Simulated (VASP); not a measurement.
# W (Fm-3m) in VASP: notebook

The runs below take W through relaxation of cell and atoms, with revPBE, BLYP, PBE+D3(BJ), PBE+D4.

All numbers are computed with VASP 6.6.1; they aren't measurements. Logs are shortened: lines on timing, memory, paths and dates and some standing lists are left out, and cuts for length are marked.

### 1 The cell of the first run

It takes space group Fm-3m (No. 225, cubic). Conventional cell: a = 4.060 Å, b = 4.060 Å, c = 4.060 Å, α = 90.00°, β = 90.00°, γ = 90.00°. W (site symmetry m-3m) has 12 W at 2.87 Å within 3.8 Å.

### 2 Relaxation of cell and atoms, revPBE

Contents of INCAR:

```
SYSTEM = W
PREC     = Accurate       ! precision mode
ENCUT    = 600            ! plane-wave cutoff, eV
EDIFF    = 1E-6           ! SCF threshold, eV
ISMEAR   = -1             ! smearing method
SIGMA    = 0.05           ! smearing width, eV
LREAL    = .False.        ! projectors in reciprocal space
LASPH    = .True.         ! aspherical terms in the spheres
NELM     = 60             ! most SCF steps
ALGO     = Fast           ! electronic algorithm
ISIF     = 3              ! what is computed and relaxed
LWAVE    = .False.        ! write WAVECAR
LCHARG   = .False.        ! write CHGCAR
GGA      = RE             ! functional
IBRION   = 2              ! ionic algorithm
NSW      = 60             ! ionic steps
EDIFFG   = -0.01          ! ionic threshold
```

Contents of KPOINTS:

```
regular mesh
0
Gamma
  11 11 11
  0 0 0
```

Contents of POSCAR:

```
W
1.0
    0.0000000000      2.0300000000      2.0300000000
    2.0300000000      0.0000000000      2.0300000000
    2.0300000000      2.0300000000      0.0000000000
W
1
Direct
    0.0000000000      0.0000000000      0.0000000000
```

Potentials or basis: VASP PAW PBE potentials, release 64 (W_sv).

On the command line:

```console
$ cat potpaw_PBE.64/W_sv/POTCAR > POTCAR
$ mpirun -np 1 vasp_std > vasp.out
```

OUTCAR:

```text
SYSTEM = W
   PREC = Accurate
   ENCUT = 600
   EDIFF = 1E-6
   ISMEAR = -1
   LREAL = .False.
   LASPH = .True.
   NELM = 60
   ISIF = 3
   GGA = RE
   IBRION = 2
   NSW = 60
   EDIFFG = -0.01

 ion  position               nearest neighbor table
   1  0.000  0.000  0.000-

  LATTYP: Found a face centered cubic cell.
 ALAT       =     4.0600000000

  Lattice vectors:

 A1 = (   0.0000000000,   2.0300000000,   2.0300000000)
 A2 = (   2.0300000000,   0.0000000000,   2.0300000000)
 A3 = (   2.0300000000,   2.0300000000,   0.0000000000)

Analysis of symmetry for initial positions (statically):
=====================================================================
 Subroutine PRICEL returns:
 Original cell was already a primitive cell.

 Routine SETGRP: Setting up the symmetry group for a
 face centered cubic supercell.

 Subroutine GETGRP returns: Found 48 space group operations
 (whereof 48 operations were pure point group operations)
 out of a pool of 48 trial point group operations.

The static configuration has the point symmetry O_h .

Analysis of symmetry for dynamics (positions and initial velocities):
=====================================================================
 Subroutine PRICEL returns:
 Original cell was already a primitive cell.

 Routine SETGRP: Setting up the symmetry group for a
 face centered cubic supercell.

 Subroutine GETGRP returns: Found 48 space group operations
 (whereof 48 operations were pure point group operations)
 out of a pool of 48 trial point group operations.

The dynamic configuration has the point symmetry O_h .

 Subroutine INISYM returns: Found 48 space group operations
 (whereof 48 operations are pure point group operations),
 and found     1 'primitive' translations

----------------------------------------------------------------------------------------

                                     Primitive cell

  volume of cell :      16.7309

  direct lattice vectors                    reciprocal lattice vectors
     0.000000000  2.030000000  2.030000000    -0.246305419  0.246305419  0.246305419
     2.030000000  0.000000000  2.030000000     0.246305419 -0.246305419  0.246305419
     2.030000000  2.030000000  0.000000000     0.246305419  0.246305419 -0.246305419

  length of vectors
[... 91 lines left out ...]
   NELECT =      14.0000    total number of electrons
   NUPDOWN=      -1.0000    fix difference up-down
   EMIN   =  10.00;   EMAX   =-10.00  energy-range for DOS
   EFERMI =   0.00;   METHOD = LEGACY
   ISMEAR =    -1;   SIGMA  =   0.05  broadening in eV -4-tet -1-fermi 0-gaus
   EFERMI_NEDOS =   21; number of points for ismear=-14 and -15
   IALGO  =     68    algorithm
   IMIX   =      4    mixing-type and parameters
     AMIX     =   0.40;   BMIX     =  1.00
     AMIX_MAG =   1.60;   BMIX_MAG =  1.00
  volume/ion in A,a.u.               =      16.73       112.91
  Fermi-wavevector in a.u.,A,eV,Ry     =   1.542688  2.915258 32.380324  2.379887
  Thomas-Fermi vector in A             =   2.648457
   LORBIT       =      0    0 simple, 1 ext, 2 COOP (PROOUT), +10 PAW based schemes
   GGA     = RE    functional components
   LHFCALC =     F    Hartree Fock is set to
   AEXX    =    0.0000 exact exchange contribution
   IVDW    =     0    specifies the selected vdW correction
   LEPSILON=     F    determine dielectric tensor
   LRPA    =     F    only Hartree local field effects (RPA)
 conjugate gradient relaxation of ions
 non-spin polarized calculation
 RMM-DIIS sequential band-by-band and
  energy-cutoff  :      600.00
  volume of cell :       16.73
 maximum number of plane-waves:       568
   NGX = 11   NGY = 11   NGZ = 11

--------------------------------------- Ionic step        1  -------------------------------------------

 number of electron      14.0000002 magnetization

 Free energy of the ion-electron system (eV)
  ---------------------------------------------------
  ext. energy  EPLUGINS =         0.00000000
  ---------------------------------------------------
  free energy    TOTEN  =       -12.04573332 eV

  energy without entropy =      -12.03692124  energy(sigma->0) =      -12.04132728

------------------------ aborting loop because EDIFF is reached ----------------------------------------

  FORCE on cell =-STRESS in cart. coord.  units (eV):
  Direction    XX          YY          ZZ          XY          YZ          ZX
  --------------------------------------------------------------------------------------
  -------------------------------------------------------------------------------------
  Total       -0.1950259     -0.1950259     -0.1950259      0.0000000     -0.0000000     -0.0000000
  in kB      -18.6760416    -18.6760416    -18.6760416      0.0000000     -0.0000000     -0.0000000
  external PRESSURE =     -18.6760416 kB  Pullay stress =       0.0000000 kB
[... 57 lines left out ...]
--------------------------------------- Ionic step        3  -------------------------------------------

 number of electron      14.0000002 magnetization

 Free energy of the ion-electron system (eV)
  ---------------------------------------------------
  ext. energy  EPLUGINS =         0.00000000
  ---------------------------------------------------
  free energy    TOTEN  =       -12.04643118 eV

  energy without entropy =      -12.03778758  energy(sigma->0) =      -12.04210938

 E-fermi :  10.3944     XC(G=0): -13.3270

 val. band max:       10.3559872609   @ k =  -0.2727   0.0909   0.0000
 cond. band min:      10.4114368067   @ k =   0.1818   0.0909   0.0000
 fundamental gap:      0.0554495458
 Fermi energy:        10.3944362405

 k-point     1 :       0.0000    0.0000    0.0000
  band No.  band energies     occupation
      1     -63.3345      2.00000
      2     -26.9791      2.00000
      3     -26.9791      2.00000
      4     -26.9791      2.00000
      5       1.4530      2.00000
      6       9.8453      1.99997
      7       9.8453      1.99997
      8       9.8453      1.99997
      9      12.9229      0.00000
     10      12.9229      0.00000
     11      23.1244      0.00000
[... 309 lines left out ...]
 k-point    24 :      -0.1818    0.1818    0.0000
  band No.  band energies     occupation
      1     -63.2680      2.00000
      2     -27.5935      2.00000
      3     -27.2376      2.00000
      4     -27.0534      2.00000
      5       4.5845      2.00000
      6       8.3249      2.00000
      7       9.7575      1.99999
      8      11.3384      0.00000
      9      11.3962      0.00000
     10      14.8307      0.00000
     11      24.5430      0.00000

 [... further k-points ...]
[... 5 lines left out ...]
  --------------------------------------------------------------------------------------
  -------------------------------------------------------------------------------------
  Total       -0.0047432     -0.0047432     -0.0047432      0.0000000     -0.0000000      0.0000000
  in kB       -0.4573470     -0.4573470     -0.4573470      0.0000000     -0.0000000      0.0000000
  external PRESSURE =      -0.4573470 kB  Pullay stress =       0.0000000 kB
[... 16 lines left out ...]
  FREE ENERGIE OF THE ION-ELECTRON SYSTEM (eV)
  ---------------------------------------------------
  free  energy   TOTEN  =       -12.0464311750 eV

  energy  without entropy=      -12.0377875816  energy(sigma->0) =      -12.04210938

 reached required accuracy - stopping structural energy minimisation
```

OSZICAR:

```text
N       E                     dE             d eps       ncg     rms          rms(c)
DAV:   1     0.816330236688E+02    0.81633E+02   -0.86775E+03  1240   0.158E+03
DAV:   2    -0.109020639375E+02   -0.92535E+02   -0.90235E+02  1346   0.351E+02
[... 28 lines left out ...]
RMM:   4    -0.120464512288E+02   -0.42280E-03   -0.23504E-03  1295   0.658E-01    0.230E-01
RMM:   5    -0.120464158293E+02    0.35400E-04   -0.97531E-04  1274   0.413E-01    0.104E-02
RMM:   6    -0.120464295659E+02   -0.13737E-04   -0.14493E-04  1317   0.165E-01    0.165E-02
RMM:   7    -0.120464317633E+02   -0.21975E-05   -0.15588E-05  1166   0.586E-02    0.149E-02
RMM:   8    -0.120464321527E+02   -0.38940E-06   -0.11924E-05  1213   0.481E-02    0.120E-02
RMM:   9    -0.120464311750E+02    0.97770E-06   -0.24251E-06   909   0.227E-02
   3 F= -.12046431E+02 E0= -.12042109E+02  d E =-.697854E-03
```

CONTCAR:

```text
W
   1.00000000000000
     0.0000000000000000    2.0253602668690487    2.0253602668690487
     2.0253602668690487   -0.0000000000000000    2.0253602668690487
     2.0253602668690487    2.0253602668690487   -0.0000000000000000
  W
     1
Direct
     0.0000000000000000    0.0000000000000000    0.0000000000000000

  0.00000000E+00  0.00000000E+00  0.00000000E+00
```

It took 21 s on 1 thread of Intel Xeon Platinum 8259CL at 2.50GHz (Skylake/Cascade Lake), shared host; peak memory 0.15 GiB.

Results:

| Quantity | Value |
| --- | --- |
| Free energy | -12.0464 eV |
| Relaxed volume | 16.62 Å³/atom |
| Relaxed cell | a = 2.864 Å, b = 2.864 Å, c = 2.864 Å, α = 60.00°, β = 60.00°, γ = 60.00° |
| Space group after relaxing (to 0.05 Å) | Fm-3m (No. 225) |
| Energy gained by relaxing | 0.7 meV/atom |
| Ionic steps | 3 |
| Pressure after relaxing | 0.0 GPa |
| Band gap on the k mesh | zero (band 7 reaches 12.96 eV, above the bottom of band 8 at 9.85 eV) |

Step by step:
| step | energy change (eV) | largest force (eV/Å) | pressure (GPa) | volume (Å³) |
| --- | --- | --- | --- | --- |
| 1 | 0.0000 | 0.0000 | -1.87 | 16.73 |
| 2 | 0.0063 | 0.0000 | 6.54 | 16.26 |
| 3 | -0.0007 | 0.0000 | -0.05 | 16.62 |

Final structure:
```
W
1.0
     0.00000    2.02536    2.02536
     2.02536    0.00000    2.02536
     2.02536    2.02536    0.00000
W
1
Direct
  0.00000 0.00000 0.00000
```

Levels at points of the mesh, in eV from the Fermi level:
```
           k point  band 5  band 6  band 7  band 8  band 9  band 10
(0.00, 0.00, 0.00)   -8.94   -0.55   -0.55   -0.55    2.53     2.53
```

Caveat: the PAW data sets were made with another functional, which shifts forces and pressure a little; spin-orbit coupling is left out, which moves the levels of the heavy elements.

### 3 Relaxation of cell and atoms, BLYP

Contents of INCAR:

```
SYSTEM = W
PREC = Accurate
ENCUT = 600
EDIFF = 1E-7
ISMEAR = -1
SIGMA = 0.05
LREAL = .FALSE.
LASPH = .TRUE.
NELM = 80
ALGO = Fast
ISIF = 3
LWAVE = .FALSE.
LCHARG = .FALSE.
GGA = B5
ALDAX = 1.0
AGGAX = 1.0
AGGAC = 1.0
ALDAC = 0.0
IBRION = 2
NSW = 60
EDIFFG = -0.01
```

Contents of KPOINTS:

```
Automatic mesh
0
G
  11 11 11
  0 0 0
```

POSCAR is that of step 2.

Potentials or basis: VASP PAW PBE potentials, release 64 (W_sv).

On the command line:

```console
$ cat potpaw_PBE.64/W_sv/POTCAR > POTCAR
$ mpirun -np 1 vasp_std > vasp.out
```

It took 50 s on 1 thread of Intel Xeon Platinum 8259CL at 2.50GHz (Skylake/Cascade Lake), shared host; peak memory 0.15 GiB.

Results (log left out):

- Free energy: -10.8477 eV
- Relaxed volume: 17.12 Å³/atom
- Relaxed cell: a = 2.893 Å, b = 2.893 Å, c = 2.893 Å, α = 60.00°, β = 60.00°, γ = 60.00°
- Space group after relaxing (to 0.05 Å): Fm-3m (No. 225)
- Energy gained by relaxing: 7.7 meV/atom
- Ionic steps: 4
- Pressure after relaxing: 0.0 GPa
- Band gap on the k mesh: zero (band 7 reaches 13.15 eV, above the bottom of band 8 at 9.89 eV)

Step by step:
```tsv
step	energy change (eV)	largest force (eV/Å)	pressure (GPa)	volume (Å³)
1	0.0000	0.0000	6.41	16.73
2	0.0617	0.0000	-16.22	18.40
3	-0.0076	0.0000	-0.18	17.13
4	-0.0077	0.0000	-0.01	17.12
```

Final structure:
```cif
data_structure
_symmetry_space_group_name_H-M 'P 1'
_symmetry_Int_Tables_number 1
_cell_length_a 2.8931
_cell_length_b 2.8931
_cell_length_c 2.8931
_cell_angle_alpha 60.000
_cell_angle_beta 60.000
_cell_angle_gamma 60.000
_cell_volume 17.12
loop_
_atom_site_label
_atom_site_type_symbol
_atom_site_fract_x
_atom_site_fract_y
_atom_site_fract_z
_atom_site_occupancy
W1 W 0.00000 0.00000 0.00000 1
```

Levels at points of the mesh, in eV from the Fermi level:
```csv
k point,band 5,band 6,band 7,band 8,band 9,band 10
"(0.00, 0.00, 0.00)",-8.53,-0.54,-0.54,-0.54,2.37,2.37
```

Caveat: the PAW data sets were made with another functional, which shifts forces and pressure a little; spin-orbit coupling is left out, which moves the levels of the heavy elements.

### 4 Relaxation of cell and atoms, PBE+D3(BJ)

Contents of INCAR:

```
ALGO = Normal ; EDIFF = 1E-7
EDIFFG = -0.01 ; ENCUT = 600
GGA = PE ; IBRION = 2
ISIF = 3 ; ISMEAR = -1
IVDW = 12 ; LASPH = T
LCHARG = F ; LREAL = F
LWAVE = F ; NELM = 80
NSW = 60 ; PREC = Accurate
SIGMA = 0.05
```

Contents of KPOINTS:

```
k-points
0
Gamma
  11 11 11
```

POSCAR is that of step 3.

On the command line:

```console
$ cat potpaw_PBE.64/W_sv/POTCAR > POTCAR
$ mpirun -np 1 vasp_std > vasp.out
```

Wall time 34 s (1 thread of Intel Xeon Platinum 8259CL at 2.50GHz (Skylake/Cascade Lake), shared host); peak memory 0.16 GiB.

Results (log left out):

```yaml
Free_energy: -13.1613 eV
Relaxed_volume: 16.10 Å³/atom
Relaxed_cell: a = 2.835 Å, b = 2.835 Å, c = 2.835 Å, α = 60.00°, β = 60.00°, γ = 60.00°
Space_group_after_relaxing_to_0.05_Å: Fm-3m (No. 225)
Energy_gained_by_relaxing: 22.1 meV/atom
Ionic_steps: 7
Pressure_after_relaxing: 0.0 GPa
Band_gap_on_the_k_mesh: zero (band 7 reaches 13.51 eV, above the bottom of band 8 at 10.17 eV)
Dispersion_energy_per_atom: -0.684 eV
```

The path:
```csv
step,energy change (eV),largest force (eV/Å),pressure (GPa),volume (Å³)
1,0.0000,0.0000,-10.89,16.73
2,0.2699,0.0000,52.24,14.12
3,-0.0220,0.0000,-0.80,16.15
4,-0.0221,0.0000,-0.11,16.11
5,-0.0221,0.0000,0.13,16.10
6,-0.0221,0.0000,-0.34,16.12
7,-0.0221,0.0000,0.01,16.10
```

Final structure:
```
CELL_PARAMETERS angstrom
0.00000 2.00431 2.00431
2.00431 0.00000 2.00431
2.00431 2.00431 0.00000
ATOMIC_POSITIONS crystal
W 0.00000 0.00000 0.00000
```

Levels at points of the mesh, in eV from the Fermi level:
| k point | band 3 | band 4 | band 5 | band 6 | band 7 | band 8 | band 9 | band 10 | band 11 |
| --- | --- | --- | --- | --- | --- | --- | --- | --- | --- |
| (0.00, 0.00, 0.00) | -37.23 | -37.23 | -9.08 | -0.57 | -0.57 | -0.57 | 2.64 | 2.64 | 12.82 |

Caveat: spin-orbit coupling is left out, which moves the levels of the heavy elements; pairwise dispersion overbinds metals, which lowers pressure and volume.

### 5 Relaxation of cell and atoms, PBE+D4

Contents of INCAR:

```
SYSTEM = W
PREC = Accurate
ENCUT = 600
EDIFF = 1E-6
ISMEAR = -1
SIGMA = 0.05
LREAL = .False.
LASPH = .True.
NELM = 60
ALGO = Normal
ISIF = 3
LWAVE = .False.
LCHARG = .False.
GGA = PE
IVDW = 13
IBRION = 2
NSW = 60
EDIFFG = -0.01
```

Contents of KPOINTS:

```
Automatic mesh
0
Gamma
  11 11 11
  0 0 0
```

POSCAR is that of step 4.

On the command line:

```console
$ cat potpaw_PBE.64/W_sv/POTCAR > POTCAR
$ mpirun -np 1 vasp_std > vasp.out
```

It took 32 s on 1 thread of Intel Xeon Platinum 8259CL at 2.50GHz (Skylake/Cascade Lake), shared host; peak memory 0.15 GiB.

The run converged. Its results:

* Free energy: -13.1888 eV
* Relaxed volume: 16.12 Å³/atom
* Relaxed cell: a = 2.836 Å, b = 2.836 Å, c = 2.836 Å, α = 60.00°, β = 60.00°, γ = 60.00°
* Space group after relaxing (to 0.05 Å): Fm-3m (No. 225)
* Energy gained by relaxing: 20.7 meV/atom
* Ionic steps: 7
* Pressure after relaxing: 0.0 GPa
* Band gap on the k mesh: zero (band 7 reaches 13.49 eV, above the bottom of band 8 at 10.15 eV)
* Dispersion energy per atom: -0.710 eV

The path:
| step | energy change (eV) | largest force (eV/Å) | pressure (GPa) | volume (Å³) |
| --- | --- | --- | --- | --- |
| 1 | 0.0000 | 0.0000 | -10.59 | 16.73 |
| 2 | 0.2563 | 0.0000 | 50.70 | 14.19 |
| 3 | -0.0206 | 0.0000 | -0.76 | 16.16 |
| 4 | -0.0207 | 0.0000 | -0.10 | 16.13 |
| 5 | -0.0207 | 0.0000 | 0.14 | 16.12 |
| 6 | -0.0207 | 0.0000 | -0.38 | 16.14 |
| 7 | -0.0207 | 0.0000 | -0.01 | 16.12 |

Final structure:
```
W
1.0
     0.00000    2.00519    2.00519
     2.00519    0.00000    2.00519
     2.00519    2.00519    0.00000
W
1
Direct
  0.00000 0.00000 0.00000
```

Levels at points of the mesh, in eV from the Fermi level:
| k point | band 3 | band 4 | band 5 | band 6 | band 7 | band 8 | band 9 | band 10 | band 11 |
| --- | --- | --- | --- | --- | --- | --- | --- | --- | --- |
| (0.00, 0.00, 0.00) | -37.24 | -37.24 | -9.07 | -0.57 | -0.57 | -0.57 | 2.64 | 2.64 | 12.82 |

Caveat: spin-orbit coupling is left out, which moves the levels of the heavy elements; pairwise dispersion overbinds metals, which lowers pressure and volume.

### 6 Summary

| level | gap on the mesh (eV) | pressure (GPa) | relaxed volume (Å³/atom) |
| --- | --- | --- | --- |
| revPBE | none | 0.0 | 16.62 |
| BLYP | none | 0.0 | 17.12 |
| PBE+D3(BJ) | none | 0.0 | 16.10 |
| PBE+D4 | none | 0.0 | 16.12 |

Alike in all rows: task relaxation of cell and atoms; potentials or basis VASP PAW PBE potentials, release 64 (W_sv); no spin polarisation; cell relaxed; k mesh 11 × 11 × 11; cutoff (eV) 600; smearing fermi-dirac 0.05 eV.

Caveats: spin-orbit coupling is left out, which moves the levels of the heavy elements; the PAW data sets were made with another functional, which shifts forces and pressure a little (some runs); pairwise dispersion overbinds metals, which lowers pressure and volume (some runs).

Absolute energies hang on the potentials; compare differences alone.
